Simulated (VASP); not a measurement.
**Mn: single point with LDA**

Mn:

```
Mn
1.0
     2.79549    0.00000    0.00000
     0.00000    2.79549    0.00000
     0.00000    0.00000    2.79549
Mn
2
Direct
  0.00000 0.00000 0.00000
  0.50000 0.50000 0.50000
```

This isn't the form of Mn at room conditions, which is a 58-atom cubic cell.

```yaml
Program: VASP 6.6.1
Task: single point
Functional: LDA
Potentials_or_basis: VASP PAW LDA potentials, release 64 (Mn_pv)
Cutoff: 520 eV
k_mesh: 13 × 13 × 13
Occupations: fermi-dirac, width 0.05 eV
Spin: collinear spin, antiferromagnetic start
Starting_moments: "[3.0, -3.0] μB"
```

- Pressure: -21.2 GPa
- Band gap on the k mesh: zero (filled and empty bands overlap)
- Net moment: 0.00 μB per cell
- Valence electrons inside the program's atomic spheres: Mn 11.96

Levels at points of the mesh, in eV from the Fermi level:
Spin up:
```tsv
k point	band 11	band 12	band 13	band 14	band 15	band 16
(0.00, 0.00, 0.00)	-1.55	-1.55	0.29	0.29	1.57	1.57
```
Spin down:
```csv
k point,band 10,band 11,band 12,band 13,band 14,band 15,band 16,band 17
"(0.00, 0.00, 0.00)",-1.55,-1.55,-1.55,0.29,0.29,1.57,1.57,1.57
```

Wall time 2.6 min on 1 thread of Intel Xeon 8259CL, with other jobs on the host, peak memory 0.18 GiB.

Caveat: the cell stands under tension; the moments typed at the start vanished in this run.
